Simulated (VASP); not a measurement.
NaI, 2 atoms in the cell. Symmetry: Fm-3m, No. 225, cubic system. The conventional cell has a = 6.368 Å, b = 6.368 Å, c = 6.368 Å, α = 90.00°, β = 90.00°, γ = 90.00°. Na (site symmetry m-3m) has 6 I at 3.18 Å within 4.2 Å. I (site symmetry m-3m) has 6 Na at 3.18 Å within 4.2 Å. 

- Program: VASP 6.6.1
- Task: single point
- Functional: PBEsol
- Potentials or basis: VASP PAW PBE potentials, release 64 (Na_pv, I)
- Cutoff: 520 eV
- k mesh: 8 × 8 × 8
- Occupations: gaussian, width 0.01 eV
- Spin: no spin polarisation
- Dipole correction: no
- Further INCAR settings: ALGO = Normal; EDIFF = 1e-07; NBANDS = 14

Potentials or basis: VASP PAW PBE potentials, release 64 (Na_pv, I).

Command:

```console
$ cat potpaw_PBE.64/Na_pv/POTCAR potpaw_PBE.64/I/POTCAR > POTCAR
$ mpirun -np 1 vasp_std > vasp.out
```

Hardware: 1 thread of Intel Xeon 8259CL (shared host).

Task: How long does it take, and how much memory?

Result: Wall time 50 s on 1 thread of Intel Xeon 8259CL (shared host), peak memory 0.21 GiB. Counts: scf iterations 12, k points 29.
